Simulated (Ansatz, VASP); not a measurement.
## Hf: VASP beside Ansatz

```
CELL_PARAMETERS angstrom
-1.78695 1.80500 1.80500
1.80500 -1.78695 1.80500
1.80500 1.80500 -1.78695
ATOMIC_POSITIONS crystal
Hf 0.00000 0.00000 0.00000
```

Change from the starting cell: equal xy, yz and zx shear strains of +1 %, crystal datasets.

Alike in both runs: task electric field gradients; functional PBEsol; k mesh 14 × 14 × 14; occupations fermi-dirac, width 0.05 eV; no spin polarisation.

|  | VASP | Ansatz |
| --- | --- | --- |
| version | VASP 6.6.1 | Ansatz 0.2.0 |
| potentials or method | VASP PAW PBE potentials, release 64 (Hf_pv), cutoff 520 eV | all-electron PAW with datasets made for the crystal, scalar-relativistic |

VASP gave:

| Property | Result |
| --- | --- |
| pressure (GPa) | -9.3 |
| traceless stress, the component that is largest in VASP (GPa) | -0.44 |
| size of Vzz on the site where it differs most (V/Å²) | 19.7 |

Problem. What did Ansatz give for the same quantities?

Solution. Pressure (GPa): -9.0; traceless stress, the component that is largest in VASP (GPa): -0.45; size of Vzz on the site where it differs most (V/Å²): 20.0.

VASP's potentials were made for PBE, not for PBEsol. Ansatz ran all-electron here, and VASP with PAW potentials.

Spin-orbit coupling is off throughout.
